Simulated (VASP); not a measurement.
A run of VASP 6.6.1 is set up as follows.

The input INCAR:

```
SYSTEM = CdS
ALGO = Normal ; EDIFF = 1E-7
ENCUT = 520 ; GGA = PS
ISIF = 2 ; ISMEAR = -1
LASPH = .True. ; LCHARG = .False.
LREAL = .False. ; LWAVE = .False.
NBANDS = 16 ; NELM = 100
PREC = Accurate ; SIGMA = 0.02
```

Contents of KPOINTS:

```
k-points
0
Gamma
  7 7 7
  0 0 0
```

Contents of POSCAR:

```
CdS
1.0
    0.0000000000      2.9429534649      3.0018125342
    2.9429534649      0.0000000000      3.0018125342
    2.9429534649      2.9429534649      0.0000000000
Cd S
1 1
Direct
    0.0000000000      0.0000000000      0.0000000000
    0.7500000000      0.7500000000      0.7500000000
```

Potentials or basis: VASP PAW PBE potentials, release 64 (Cd, S).

Launch:

```console
$ cat potpaw_PBE.64/Cd/POTCAR potpaw_PBE.64/S/POTCAR > POTCAR
$ mpirun -np 1 vasp_std > vasp.out
```

(1) Estimate the pressure.

(2) Estimate the band gap on the k mesh.

## Answers

(1) -2.5 GPa.

(2) 0.89 eV, direct.

Caveat: the cell differs from its parent crystal (zz strain of +2 %); the PAW data sets were made with another functional, which shifts forces and pressure a little.
